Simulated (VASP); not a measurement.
**Te: single point with PBE**

The system is Te.

```
Te
1.0
     2.27245    1.31200    1.68207
    -2.27245    1.31200    1.68207
     0.00000   -2.62400    1.68207
Te
1
Direct
  0.50000 0.50000 0.50000
```

This cell differs from its parent crystal: volume 30.090 Å^3 an atom, c/a of the conventional cell 1.1103.

```
Program                : VASP 6.6.1
Task                   : single point
Functional             : PBE
Potentials or basis    : VASP PAW PBE potentials, release 64 (Te)
Cutoff                 : 520 eV
k mesh                 : 15 × 15 × 15
Occupations            : gaussian, width 0.15 eV
Spin                   : no spin polarisation
Dipole correction      : no
Further INCAR settings : ALGO = Normal; EDIFF = 1e-06; NBANDS = 9
```

The pressure is 4.7 GPa. The band gap on the k mesh is zero (band 3 reaches 10.16 eV, above the bottom of band 4 at 4.92 eV).

Stress tensor (GPa, compression positive):
```
4.79 0.00 0.00
0.00 4.79 0.00
0.00 0.00 4.54
```

Levels at points of the mesh, in eV from the Fermi level:
```
           k point  band 1  band 2  band 3  band 4  band 5  band 6
(0.00, 0.00, 0.00)  -14.22    1.06    1.51    1.51    6.05    6.05
```

Run time: 58 s on 1 thread of Intel Xeon 8259CL, on a shared host, peak memory 0.21 GiB.

Caveat: spin-orbit coupling is left out, which moves the levels of the heavy elements.
